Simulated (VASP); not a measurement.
Write the native input for VASP 6.6.1 that does the following.

| Quantity | Value |
| --- | --- |
| Task | single point |
| Functional | PBE |
| Potentials or basis | VASP PAW PBE potentials, release 64 (Hf_pv, B) |
| Cutoff | 520 eV |
| k mesh | 6 × 6 × 4 |
| Occupations | gaussian, width 0.1 eV |
| Spin | no spin polarisation |
| Dipole correction | no |
| Further INCAR settings | ALGO = Normal; EDIFF = 1e-06; NBANDS = 26 |

The structure of Hf2B5 lies in POSCAR:

```
Hf2B5
1.0
    3.8562153400      0.0000000000      0.0000000000
   -1.9281076700      3.3395804500      0.0000000000
    0.0000000000      0.0000000000      5.3019338300
Hf B
2 5
Direct
    0.3333333300      0.6666666700      0.3643862400
    0.6666666700      0.3333333300      0.6356137600
    0.5000000000      0.0000000000      0.0000000000
    0.0000000000      0.5000000000      0.0000000000
    0.5000000000      0.5000000000      0.0000000000
    0.0000000000      0.0000000000      0.5000000000
    0.0000000000      0.0000000000      0.0000000000
```

The cell was built from a structure type or drawn by symmetry, and may not be a known phase.

The input as run:

INCAR

```
SYSTEM = Hf2B5
PREC = Accurate
ENCUT = 520
EDIFF = 1E-6
ISMEAR = 0
SIGMA = 0.1
LREAL = .FALSE.
LASPH = .TRUE.
NELM = 100
ALGO = Normal
ISIF = 2
LWAVE = .FALSE.
LCHARG = .FALSE.
GGA = PE
NBANDS = 26
```

KPOINTS

```
regular mesh
0
G
  6 6 4
  0 0 0
```

Potentials or basis: VASP PAW PBE potentials, release 64 (Hf_pv, B).

Command:

```console
$ cat potpaw_PBE.64/Hf_pv/POTCAR potpaw_PBE.64/B/POTCAR > POTCAR
$ mpirun -np 1 vasp_std > vasp.out
```

Results of the run:

The pressure is 31.9 GPa and the largest force is 1.332 eV/Å. The band gap on the k mesh is zero (an odd number of electrons rules out a gap without spin polarisation).

Caveat: the cell stands under pressure; spin-orbit coupling is left out, which moves the levels of the heavy elements; forces of over 1 eV/Å act on the atoms, so gaps and moduli don't describe the material at rest.

Wall time 42 s on 1 thread of Intel(R) Xeon(R) Platinum 8488C (Sapphire Rapids), with other jobs on the host, peak memory 0.19 GiB.
